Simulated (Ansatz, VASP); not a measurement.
# BiTe in VASP and in Ansatz

```
Bi Te
1.0
    -0.06470    3.23500    3.23500
     3.23500   -0.06470    3.23500
     3.17030    3.17030    0.00000
Bi Te
1 1
Direct
  0.00000 0.00000 0.00000
  0.50000 0.50000 0.50000
```

Change from the starting cell: xy shear strain of -4 %, PAW files.

Alike in both runs: task electric field gradients; functional PBE; k mesh 10 × 10 × 10; occupations fermi-dirac, width 0.08 eV; no spin polarisation.

|  | VASP | Ansatz |
| --- | --- | --- |
| version | VASP 6.6.1 | Ansatz 0.2.0 |
| potentials or method | VASP PAW PBE potentials, release 64 (Bi_d, Te) | PAW with Ansatz's default frozen-core files, scalar-relativistic |
| plane-wave cutoff (eV) | 520 | 420 |
| valence electrons in the cell | 21 | 31 |

```csv
,VASP,Ansatz,Ansatz less VASP
pressure (GPa),0.7,0.8,+0.05
size of Vzz on the site where it differs most (V/Å²),38.7,40.2,+1.51
```

With one functional, cell and mesh, what is left measures potentials, basis and numerics. VASP's potentials hold 21 valence electrons a cell and Ansatz's 31, so a difference there can come from the potentials and not from the codes.

Neither program's run includes spin-orbit coupling.
